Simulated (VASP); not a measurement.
A run of VASP 6.6.1 is set up as follows.

File INCAR:

```
PREC = Accurate ; ENCUT = 600
EDIFF = 1E-6 ; ISMEAR = 0
SIGMA = 0.1 ; LREAL = F
LASPH = T ; NELM = 80
ALGO = Normal ; ISIF = 3
LWAVE = F ; LCHARG = F
GGA = PE ; IBRION = 2
NSW = 100 ; EDIFFG = -0.01
```

The input KPOINTS:

```
Automatic mesh
0
Gamma
  18 18 6
```

File POSCAR:

```
Si3C
1.0
    2.7999090593      0.0000000000      0.0000000000
   -1.3999545297      2.4247923737      0.0000000000
    0.0000000000      0.0000000000      7.6505447682
Si C
3 1
Direct
    0.3333333333      0.6666666667      0.0000000000
    0.6666666667      0.3333333333      0.3418246798
    0.6666666667      0.3333333333      0.6581753202
    0.3333333333      0.6666666667      0.5000000000
```

Potentials or basis: VASP PAW PBE potentials, release 64 (Si, C).

The run is started by

```sh
$ cat potpaw_PBE.64/Si/POTCAR potpaw_PBE.64/C/POTCAR > POTCAR
$ mpirun -np 1 vasp_std > vasp.out
```

**Question.** What does it give for the band gap on the k mesh?

**Answer.** Zero (bands 8 and 9 overlap by 7.89 eV).

**Question.** What does it give for the space group after relaxing (to 0.1 Å)?

**Answer.** P-6m2 (No. 187).

The path:
| step | energy change (eV) | largest force (eV/Å) | pressure (GPa) | volume (Å³) |
| --- | --- | --- | --- | --- |
| 1 | 0.0000 | 0.1683 | -0.65 | 51.94 |
| 2 | -0.0344 | 0.8591 | 0.00 | 51.53 |
| 3 | -0.0350 | 0.9893 | 0.15 | 51.45 |
| 4 | -0.0597 | 0.8143 | -0.53 | 51.32 |
| 5 | -0.1170 | 0.2938 | -2.24 | 50.88 |
| 6 | -0.1638 | 0.3667 | -4.27 | 49.91 |
| 7 | -0.1848 | 0.2081 | -2.35 | 48.89 |
| 8 | -0.1872 | 0.1399 | -1.32 | 48.41 |
| 9 | -0.1872 | 0.1486 | -1.47 | 48.48 |
| 10 | -0.1899 | 0.0735 | -1.06 | 48.39 |
| 11 | -0.1916 | 0.0493 | -0.41 | 48.24 |
| 12 | -0.1916 | 0.0571 | -0.38 | 48.23 |
| 13 | -0.1919 | 0.0062 | -0.23 | 48.14 |
| 14 | -0.1920 | 0.0206 | -0.16 | 48.09 |
| 15 | -0.1920 | 0.0178 | -0.16 | 48.10 |
| 16 | -0.1920 | 0.0062 | 0.01 | 48.04 |
